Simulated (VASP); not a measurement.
# Al47N48 (a cell with a defect) in VASP: single point with PBEsol

Aim: the single point of Al47N48 (a cell with a defect) with PBEsol.

Everything below comes from runs of VASP 6.6.1. Logs are shortened: lines on timing, memory, paths and dates and some standing lists are left out, and cuts for length are marked.

### 1 The cell of the first run

The cell holds a defect, 95 atoms: a = 9.341 Å, b = 10.787 Å, c = 9.967 Å, α = 90.00°, β = 90.00°, γ = 90.00°.

### 2 Single point, PBEsol, collinear spin

Input file INCAR:

```
SYSTEM = Al47N48
PREC = Accurate
ENCUT = 520
EDIFF = 1E-6
ISMEAR = -1
SIGMA = 0.05
LREAL = Auto
LASPH = .True.
NELM = 200
ALGO = Normal
ISIF = 2
LWAVE = .False.
LCHARG = .True.
ISPIN = 2
MAGMOM = 0 0 0 0 0 0 0 0 0 0 0 0 0 0 0 0 0 0 0 0 0 0 0 0 0 0 0 0 0 0 0 0 0 0 0 0 0 0 0 0 0 0 0 0 0 0 0 0 0 0 0 0 0 0 0 0 0 0 0.25 0 0 0 0 0 0 0 0 0 0 0 0 0 0 0 0 0 0 0.25 0 0 0 0 0 0 0 0.25 0 0.25 0 0 0 0 0 0 0
LORBIT = 11
NUPDOWN = 1.0
GGA = PS
LELF = .True.
LVHAR = .True.
ISYM = -1
NBANDS = 248
GGA_COMPAT = .False.
KPAR = 1
```

Input file KPOINTS:

```
explicit points
1
Reciprocal
  0.25000000   0.25000000   0.25000000 1
```

Input file POSCAR:

```
Al47N48
1.0
    9.3414480000      0.0000000000      0.0000000000
    0.0000000000     10.7865750000      0.0000000000
    0.0000000000      0.0000000000      9.9670570000
Al N
47 48
Direct
    0.1668450000      0.0832120000      0.2483390000
    0.1661140000      0.0828550000      0.7488840000
    0.9996490000      0.3336870000      0.2481050000
    0.0000830000      0.3331030000      0.7489670000
    0.5001730000      0.0828590000      0.2481610000
    0.5004820000      0.0826760000      0.7492730000
    0.3333700000      0.3331530000      0.2438000000
    0.3321300000      0.3323470000      0.7470780000
    0.1669030000      0.5832610000      0.2480570000
    0.1668170000      0.5838220000      0.7495470000
    0.0001020000      0.8334310000      0.2485490000
    0.0002240000      0.8331180000      0.7491920000
    0.8328990000      0.0835800000      0.2488280000
    0.8340260000      0.0829540000      0.7489360000
    0.6657130000      0.3337850000      0.2477520000
    0.6684550000      0.3324030000      0.7465640000
    0.5003620000      0.5818710000      0.2475920000
    0.5004840000      0.5849280000      0.7466060000
    0.3335670000      0.8324790000      0.2486880000
    0.3334240000      0.8337100000      0.7489870000
    0.8334780000      0.5832380000      0.2482610000
    0.8339120000      0.5835700000      0.7494600000
    0.6669500000      0.8325420000      0.2487820000
    0.6672590000      0.8337360000      0.7489660000
    0.9997330000      0.1670440000      0.4984420000
    0.0000610000      0.1665900000      0.9989940000
    0.3341190000      0.1621990000      0.5006540000
    0.3333710000      0.1656500000      0.9975860000
    0.1641270000      0.4199940000      0.5011660000
    0.1661160000      0.4168670000      0.9975730000
    0.0002650000      0.6674000000      0.4987810000
    0.0001770000      0.6667380000      0.9991440000
    0.6657160000      0.1648690000      0.5003380000
    0.6669500000      0.1661500000      0.9981980000
    0.5003200000      0.4165700000      0.9947160000
    0.3316900000      0.6664330000      0.5004540000
    0.3333690000      0.6668180000      0.9982200000
    0.1662270000      0.9159350000      0.4990820000
    0.1667660000      0.9164560000      0.9989690000
    0.8332920000      0.4191570000      0.5004940000
    0.8336710000      0.4167290000      0.9981620000
    0.6694610000      0.6666360000      0.5003010000
    0.6672550000      0.6668340000      0.9981690000
    0.5004960000      0.9150570000      0.4985440000
    0.5002910000      0.9162170000      0.9991090000
    0.8341970000      0.9165940000      0.4990780000
    0.8336310000      0.9166270000      0.9990630000
    0.0000330000      0.1667360000      0.1899780000
    0.0002220000      0.1668070000      0.6893400000
    0.3335530000      0.1654320000      0.1878870000
    0.3334030000      0.1653770000      0.6901660000
    0.1658690000      0.4171220000      0.1877610000
    0.1662120000      0.4172650000      0.6903700000
    0.0002210000      0.6668120000      0.1898140000
    0.0003920000      0.6667920000      0.6896640000
    0.6663270000      0.1661980000      0.1886940000
    0.6670940000      0.1653130000      0.6903460000
    0.4996630000      0.4161720000      0.1876940000
    0.5003640000      0.4166660000      0.7077650000
    0.3331910000      0.6662600000      0.1886520000
    0.3326420000      0.6673530000      0.6903820000
    0.1669310000      0.9164090000      0.1897320000
    0.1665810000      0.9165180000      0.6897890000
    0.8333960000      0.4170580000      0.1884890000
    0.8346160000      0.4172480000      0.6903080000
    0.6673540000      0.6663340000      0.1885780000
    0.6681780000      0.6674020000      0.6903630000
    0.5002240000      0.9159490000      0.1899670000
    0.5002870000      0.9162550000      0.6895180000
    0.8334360000      0.9166770000      0.1898330000
    0.8340650000      0.9165870000      0.6898570000
    0.1657760000      0.0820690000      0.4394580000
    0.1662400000      0.0828920000      0.9394710000
    0.0001390000      0.3338380000      0.4393100000
    0.0000410000      0.3329380000      0.9393170000
    0.5001090000      0.0819290000      0.4394620000
    0.5002540000      0.0826530000      0.9395630000
    0.3100300000      0.3216370000      0.4312840000
    0.3323190000      0.3324930000      0.9394540000
    0.1662950000      0.5840660000      0.4393660000
    0.1665720000      0.5835840000      0.9396460000
    0.0002170000      0.8333610000      0.4395350000
    0.0001710000      0.8331860000      0.9399250000
    0.8338400000      0.0826340000      0.4397680000
    0.8338900000      0.0830280000      0.9396570000
    0.6837520000      0.3250660000      0.4346680000
    0.6679260000      0.3325510000      0.9393360000
    0.5007620000      0.5998550000      0.4345270000
    0.5002580000      0.5843880000      0.9394310000
    0.3327380000      0.8334640000      0.4397310000
    0.3334070000      0.8335840000      0.9396920000
    0.8347440000      0.5841000000      0.4394120000
    0.8339430000      0.5834310000      0.9396960000
    0.6681170000      0.8337800000      0.4397620000
    0.6670870000      0.8335980000      0.9396800000
```

Potentials or basis: VASP PAW PBE potentials, release 64 (Al, N).

Launch:

```
> cat potpaw_PBE.64/Al/POTCAR potpaw_PBE.64/N/POTCAR > POTCAR
> mpirun -np 4 vasp_std > vasp.out
```

OUTCAR:

```text
SYSTEM = Al47N48
   PREC = Accurate
   ENCUT = 520
   EDIFF = 1E-6
   ISMEAR = -1
   LREAL = Auto
   LASPH = .True.
   NELM = 200
   ISIF = 2
   ISPIN = 2
   LORBIT = 11
   NUPDOWN = 1.0
   GGA = PS
   ISYM = -1

 ion  position               nearest neighbor table
   1  0.167  0.083  0.248-  50 1.89  48 1.89  62 1.89  72 1.90  26 3.07  39 3.07  28 3.08  25 3.08
                            27 3.08  38 3.08  11 3.11   7 3.11   5 3.11  13 3.12   3 3.12  19 3.12
   2  0.166  0.083  0.749-  63 1.89  49 1.89  51 1.89  73 1.90  27 3.05  28 3.06  39 3.07  26 3.07
                            38 3.07  25 3.08  14 3.10   8 3.11  12 3.11  20 3.11   4 3.11   6 3.12
   3  1.000  0.334  0.248-  64 1.89  48 1.89  52 1.89  74 1.91  41 3.07  26 3.07  25 3.08  30 3.08
                            29 3.10  40 3.10  21 3.11   9 3.11  13 3.12   7 3.12  15 3.12   1 3.12
   4  0.000  0.333  0.749-  65 1.89  49 1.89  53 1.89  75 1.90  29 3.05  30 3.06  41 3.07  40 3.07
                            26 3.07  25 3.07  16 3.10   8 3.10  14 3.11   2 3.11  22 3.12  10 3.12
   5  0.500  0.083  0.248-  56 1.89  50 1.89  68 1.89  76 1.91  45 3.06  34 3.07  28 3.08  27 3.08
                            33 3.08  44 3.08  13 3.11   1 3.11  19 3.12  15 3.12  23 3.12   7 3.12
   6  0.500  0.083  0.749-  57 1.89  69 1.89  51 1.89  77 1.90  27 3.05  33 3.05  28 3.06  34 3.06
                            45 3.07  44 3.08  24 3.10  20 3.11  14 3.12  16 3.12   8 3.12   2 3.12
   7  0.333  0.333  0.244-  58 1.88  78 1.89  52 1.89  50 1.89  30 3.05  28 3.05  35 3.07  17 3.10
                            15 3.10   1 3.11   9 3.11   5 3.12   3 3.12  27 3.16  29 3.16
   8  0.332  0.332  0.747-  59 1.86  53 1.89  51 1.89  79 1.92  29 3.06  35 3.06  27 3.07  28 3.08
                            30 3.08   4 3.10   2 3.11   6 3.12  10 3.12  16 3.14  18 3.15
   9  0.167  0.583  0.248-  60 1.89  52 1.89  54 1.89  80 1.91  32 3.06  37 3.07  30 3.07  29 3.08
[... 111 lines left out ...]
  82  0.000  0.833  0.440-  38 1.88  31 1.89  46 1.89  11 1.90
  83  0.000  0.833  0.940-  32 1.89  39 1.89  47 1.89  12 1.90
  84  0.834  0.083  0.440-  46 1.89  25 1.89  33 1.90  13 1.90
  85  0.834  0.083  0.940-  26 1.89  47 1.89  34 1.89  14 1.90
  86  0.684  0.325  0.435-  40 1.85  33 1.86  15 1.87
  87  0.668  0.333  0.939-  41 1.89  34 1.89  35 1.89  16 1.92
  88  0.501  0.600  0.435-  42 1.85  36 1.86  17 1.87
  89  0.500  0.584  0.939-  37 1.89  43 1.89  35 1.89  18 1.92
  90  0.333  0.833  0.440-  38 1.89  44 1.89  36 1.90  19 1.90
  91  0.333  0.834  0.940-  39 1.89  45 1.89  37 1.89  20 1.90
  92  0.835  0.584  0.439-  40 1.88  42 1.88  31 1.88  21 1.91
  93  0.834  0.583  0.940-  32 1.89  41 1.89  43 1.89  22 1.90
  94  0.668  0.834  0.440-  46 1.89  44 1.89  42 1.90  23 1.90
  95  0.667  0.834  0.940-  45 1.89  47 1.89  43 1.89  24 1.90

IMPORTANT INFORMATION: All symmetrisations will be switched off!
NOSYMM: (Re-)initialisation of all symmetry stuff for point group C_1.

----------------------------------------------------------------------------------------

                                     Primitive cell

  volume of cell :    1004.3029

  direct lattice vectors                    reciprocal lattice vectors
     9.341448000  0.000000000  0.000000000     0.107049785  0.000000000  0.000000000
     0.000000000 10.786575000  0.000000000     0.000000000  0.092707834  0.000000000
     0.000000000  0.000000000  9.967057000     0.000000000  0.000000000  0.100330519

  length of vectors
     9.341448000 10.786575000  9.967057000     0.107049785  0.092707834  0.100330519

  position of ions in fractional coordinates (direct lattice)
     0.166845000  0.083212000  0.248339000
     0.166114000  0.082855000  0.748884000
     0.999649000  0.333687000  0.248105000
     0.000083000  0.333103000  0.748967000
     0.500173000  0.082859000  0.248161000
     0.500482000  0.082676000  0.749273000
[... 87 lines left out ...]
     0.668117000  0.833780000  0.439762000
     0.667087000  0.833598000  0.939680000

  ion indices of the primitive-cell ions
   primitive index   ion index
                 1           1
[... 155 lines left out ...]
 spin polarized calculation
  energy-cutoff  :      520.00
  volume of cell :     1004.30
 maximum number of plane-waves:     27045
 NGX is ok and might be reduce to    70
   NGX = 35   NGY = 41   NGZ = 37

 number of electron     380.9999989 magnetization       1.0000000

 Free energy of the ion-electron system (eV)
  ---------------------------------------------------
  ext. energy  EPLUGINS =         0.00000000
  ---------------------------------------------------
  free energy    TOTEN  =      -737.48205231 eV

  energy without entropy =     -737.44241907  energy(sigma->0) =     -737.46223569

 E-fermi :   6.1405     XC(G=0): -11.0260

 val. band max:        6.2038361329   @ k =   0.2500   0.2500   0.2500
 cond. band min:       6.3134463675   @ k =   0.2500   0.2500   0.2500
 fundamental gap:      0.1096102346
 Fermi energy:         6.3316787292

 spin component 1

 k-point     1 :       0.2500    0.2500    0.2500
  band No.  band energies     occupation
      1      -9.1561      1.00000
      2      -8.7885      1.00000
      3      -8.7208      1.00000
      4      -8.6245      1.00000
      5      -8.3706      1.00000
      6      -8.3099      1.00000
[... 194 lines left out ...]
    201      11.4978      0.00000
    202      11.7028      0.00000
 Fermi energy:         6.1404976237

 spin component 2

 k-point     1 :       0.2500    0.2500    0.2500
  band No.  band energies     occupation
      1      -9.1378      1.00000
      2      -8.7673      1.00000
      3      -8.6892      1.00000
      4      -8.6120      1.00000
      5      -8.3403      1.00000
      6      -8.2907      1.00000
[... 194 lines left out ...]
    201      11.5033      0.00000
    202      11.7083      0.00000
 [bands above 202 left out]

------------------------ aborting loop because EDIFF is reached ----------------------------------------

  FORCE on cell =-STRESS in cart. coord.  units (eV):
  Direction    XX          YY          ZZ          XY          YZ          ZX
  --------------------------------------------------------------------------------------
  -------------------------------------------------------------------------------------
  Total        4.3351846      5.3987695      3.8667375      0.7164205      0.1717201      0.4308499
  in kB        6.9159759      8.6127265      6.1686562      1.1429149      0.2739473      0.6873404
  external PRESSURE =       7.2324529 kB  Pullay stress =       0.0000000 kB

 VOLUME and BASIS-vectors are now :
 -----------------------------------------------------------------------------
  energy-cutoff  :      520.00
  volume of cell :     1004.30
      direct lattice vectors                 reciprocal lattice vectors
     9.341448000  0.000000000  0.000000000     0.107049785  0.000000000  0.000000000
     0.000000000 10.786575000  0.000000000     0.000000000  0.092707834  0.000000000
     0.000000000  0.000000000  9.967057000     0.000000000  0.000000000  0.100330519

 POSITION                                       TOTAL-FORCE (eV/Angst)
 -----------------------------------------------------------------------------------
      1.55857      0.89757      2.47521         0.051212      0.055405      0.079524
      1.55175      0.89372      7.46417         0.024541      0.004031     -0.019149
      9.33817      3.59934      2.47288         0.118267     -0.003377      0.028213
      0.00078      3.59304      7.46500         0.057107     -0.013526     -0.003769
      4.67234      0.89376      2.47343        -0.074429      0.018468      0.018690
      4.67523      0.89179      7.46805        -0.063892     -0.034248     -0.002279
[... 87 lines left out ...]
      6.24118      8.99363      4.38313         0.050981      0.041115      0.010922
      6.23156      8.99167      9.36584        -0.004560     -0.014863     -0.009187
 -----------------------------------------------------------------------------------
    total drift:                               -0.003680      0.012316     -0.002607

  FREE ENERGIE OF THE ION-ELECTRON SYSTEM (eV)
  ---------------------------------------------------
  free  energy   TOTEN  =      -737.4820523060 eV

  energy  without entropy=     -737.4424190732  energy(sigma->0) =     -737.46223569

 total charge

# of ion       s       p       d       tot
------------------------------------------
    1        0.368   0.440   0.000   0.809
    2        0.369   0.443   0.000   0.813
    3        0.368   0.440   0.000   0.808
    4        0.370   0.445   0.000   0.814
    5        0.368   0.441   0.000   0.809
    6        0.369   0.444   0.000   0.813
[... 87 lines left out ...]
   94        1.220   2.622   0.000   3.841
   95        1.217   2.628   0.000   3.845
--------------------------------------------------
tot         75.961 146.364   0.000 222.325

 magnetization (x)

# of ion       s       p       d       tot
------------------------------------------
    1        0.000   0.000   0.000   0.000
    2       -0.000  -0.000   0.000  -0.000
    3       -0.000  -0.000   0.000  -0.000
    4       -0.000  -0.000   0.000  -0.000
    5        0.000  -0.000   0.000  -0.000
    6       -0.000   0.000   0.000   0.000
[... 87 lines left out ...]
   94       -0.001  -0.014   0.000  -0.015
   95       -0.000   0.000   0.000   0.000
--------------------------------------------------
tot          0.016   0.668   0.000   0.683
```

It took 8.3 min on 4 MPI ranks of Intel Xeon 6975P-C (Granite Rapids), shared host; peak memory 0.51 GiB.

Results:

```yaml
Free_energy: -737.4821 eV
Pressure: 0.7 GPa
Largest_force: 0.572 eV/Å
Net_moment: 1.00 μB per cell
Site_moments: Al +0.00, -0.00, -0.01 (each value once); N -0.00, +0.00, +0.01, +0.41, -0.02, +0.04, -0.13, +0.03, -0.18, -0.01 (each value once) μB
Valence_electrons_inside_the_program's_atomic_spheres: Al 0.81, 0.82, 0.83, 0.80 (each value once); N 3.84, 3.85, 3.74, 3.83, 3.73 (each value once)
```

Forces on the atoms (eV/Å):
```
Al   0.051  0.055  0.080
Al   0.025  0.004 -0.019
Al   0.118 -0.003  0.028
Al   0.057 -0.014 -0.004
Al  -0.074  0.018  0.019
Al  -0.064 -0.034 -0.002
Al  -0.097 -0.020  0.563
Al  -0.291 -0.165 -0.141
Al   0.043 -0.044  0.040
Al  -0.016 -0.008 -0.013
Al   0.022  0.000  0.011
Al   0.017  0.007 -0.001
Al   0.028 -0.011 -0.029
Al   0.042 -0.011  0.006
Al  -0.089  0.021 -0.192
Al   0.287 -0.174  0.050
Al  -0.074  0.016  0.248
Al  -0.028  0.341 -0.056
Al   0.005 -0.020  0.041
Al  -0.012  0.018 -0.010
Al   0.002  0.031 -0.005
Al   0.031  0.055  0.001
Al  -0.028 -0.012  0.017
Al  -0.004  0.016 -0.003
Al   0.144  0.004 -0.032
Al   0.021 -0.014  0.025
Al  -0.119  0.467 -0.228
Al  -0.002 -0.074  0.052
Al   0.428 -0.261 -0.233
Al  -0.045  0.049  0.057
Al   0.060 -0.010 -0.030
Al   0.019  0.003  0.026
Al  -0.095 -0.237  0.013
Al  -0.015 -0.083  0.016
Al  -0.009 -0.003  0.226
Al   0.152 -0.096 -0.166
Al  -0.087  0.027  0.042
Al   0.022  0.046 -0.046
Al   0.007  0.000  0.022
Al   0.178  0.157  0.042
Al   0.063  0.038  0.018
Al  -0.164 -0.060 -0.092
Al   0.064  0.030  0.030
Al  -0.034 -0.025 -0.035
Al  -0.011  0.008  0.025
Al   0.004 -0.051 -0.001
Al   0.006 -0.013  0.011
N   -0.047 -0.003 -0.021
N   -0.042  0.006  0.018
N    0.037 -0.058 -0.145
N    0.044 -0.012  0.116
N   -0.051  0.044 -0.149
N   -0.021  0.029  0.112
N   -0.029  0.006 -0.017
N   -0.026 -0.007  0.015
N    0.033  0.035  0.003
N   -0.021  0.099 -0.025
N    0.111 -0.002 -0.157
N   -0.018 -0.012  0.216
N   -0.005  0.008 -0.097
N    0.031 -0.049  0.056
N   -0.014 -0.010 -0.029
N   -0.005 -0.017  0.030
N   -0.036 -0.027  0.003
N   -0.105 -0.009 -0.013
N    0.030  0.005 -0.069
N   -0.002 -0.056  0.046
N    0.022  0.001 -0.021
N    0.021  0.001  0.018
N   -0.007  0.011 -0.001
N   -0.014  0.014  0.002
N   -0.097 -0.184  0.035
N   -0.012  0.014 -0.009
N   -0.375  0.000  0.017
N   -0.035 -0.003 -0.014
N    0.095 -0.045  0.015
N    0.035  0.023 -0.020
N    0.141  0.123  0.102
N    0.108  0.057 -0.080
N   -0.113  0.090  0.019
N    0.015  0.001 -0.027
N   -0.046 -0.010  0.007
N   -0.013  0.001 -0.006
N   -0.056  0.083 -0.006
N   -0.027  0.020 -0.010
N    0.109 -0.087 -0.054
N   -0.085  0.052 -0.132
N   -0.056 -0.003  0.000
N    0.014 -0.120 -0.111
N   -0.047  0.075  0.025
N    0.016 -0.011 -0.012
N   -0.021 -0.037  0.013
N   -0.026 -0.032 -0.013
N    0.051  0.041  0.011
N   -0.005 -0.015 -0.009
```

Caveat: the PAW data sets were made with another functional, which shifts forces and pressure a little; the total moment is fixed, so each spin has its own Fermi level and the state may be an excited one.
